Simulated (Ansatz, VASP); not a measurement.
One calculation of NaI, two programs

```
CELL_PARAMETERS angstrom
0.00000 3.17089 3.17089
3.17089 0.00000 3.17089
3.17089 3.17089 0.00000
ATOMIC_POSITIONS crystal
Na 0.00000 0.00000 0.00000
I 0.50000 0.50000 0.50000
```

Change from the starting cell: volume scaled by 0.9405, PAW files.

Alike in both runs: task electric field gradients; functional PBE; k mesh 8 × 8 × 8; occupations fermi-dirac, width 0.02 eV; no spin polarisation.

```csv
,VASP,Ansatz
version,VASP 6.6.1,Ansatz 0.2.0
potentials or method,"VASP PAW PBE potentials, release 64 (Na_pv, I)","PAW with Ansatz's default frozen-core files, scalar-relativistic"
plane-wave cutoff (eV),520,420
valence electrons in the cell,14,26
```

```tsv
	VASP	Ansatz	Ansatz less VASP
gap on the k mesh at the Fermi level (eV)	3.81	3.82	+0.004
pressure (GPa)	1.6	1.6	-0.02
```

VASP's potentials hold 14 valence electrons a cell and Ansatz's 26, so a difference there can come from the potentials and not from the codes.

Neither program's run includes spin-orbit coupling.
